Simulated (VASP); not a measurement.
Here is a VASP 6.6.1 calculation.

File INCAR:

```
PREC = Accurate ; ENCUT = 600
EDIFF = 1E-6 ; ISMEAR = 0
SIGMA = 0.02 ; LREAL = F
LASPH = T ; NELM = 120
ALGO = Normal ; ISIF = 2
LWAVE = F ; LCHARG = T
GGA = PS ; LELF = T
LVHAR = T ; NBANDS = 11
GGA_COMPAT = F
```

The input KPOINTS:

```
Automatic mesh
0
Gamma
  4 4 4
```

Contents of POSCAR:

```
MgS
1.0
    0.0000000000      2.6016500000      2.6016500000
    2.6016500000      0.0000000000      2.6016500000
    2.6016500000      2.6016500000      0.0000000000
Mg S
1 1
Direct
    0.0039144402     -0.0018160191     -0.0011840208
    0.4970324244      0.5013767420      0.5008976178
```

Potentials or basis: VASP PAW PBE potentials, release 64 (Mg, S).

Launch:

```sh
$ cat potpaw_PBE.64/Mg/POTCAR potpaw_PBE.64/S/POTCAR > POTCAR
$ mpirun -np 1 vasp_std > vasp.out
```

(1) What does it give for the largest force?

(2) Predict the pressure.

(3) What does it give for the band gap on the k mesh?

## Answers

(1) 0.057 eV/Å.

(2) -0.7 GPa.

(3) 2.68 eV, indirect (least direct gap 3.58 eV).

Caveat: the k points lie up to 0.52 Å⁻¹ apart; the PAW data sets were made with another functional, which shifts forces and pressure a little.
